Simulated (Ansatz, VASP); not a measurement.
Ir: VASP beside Ansatz

```xyz
1
Lattice="0.0000 1.9197 2.1117 1.9197 0.0000 2.1117 1.9197 1.9197 0.0000" Properties=species:S:1:pos:R:3 pbc="T T T"
Ir    0.0000    0.0000    0.0000
```

Change from the starting cell: strain +0.1000 x Voigt [0, 0, 1, 0, 0, 0], atoms carried along.

Alike in both runs: task single point; functional PBEsol; k mesh 22 × 22 × 22; occupations gaussian, width 0.15 eV; no spin polarisation.

|  | VASP | Ansatz |
| --- | --- | --- |
| version | VASP 6.6.1 | Ansatz 0.2.0 |
| potentials or method | VASP PAW PBE potentials, release 64 (Ir), cutoff 520 eV | scalar-relativistic, plane waves, PAW |
| valence electrons in the cell | 9 | 17 |

```csv
,VASP,Ansatz,Ansatz less VASP
gap on the k mesh at the Fermi level (eV),none,none,-
pressure (GPa),-28.1,-28.5,-0.46
"traceless stress, the component that is largest in VASP (GPa)",-17.90,-17.98,-0.079
```

VASP's potentials were made for PBE, not for PBEsol. A gap of «none» marks a metal or a gap that the smearing closes. Both programs put the cell under strong tension, so it lies far from rest at this level. VASP's potentials hold 9 valence electrons a cell and Ansatz's 17, so a difference there can come from the potentials and not from the codes.

Neither program's run includes spin-orbit coupling.
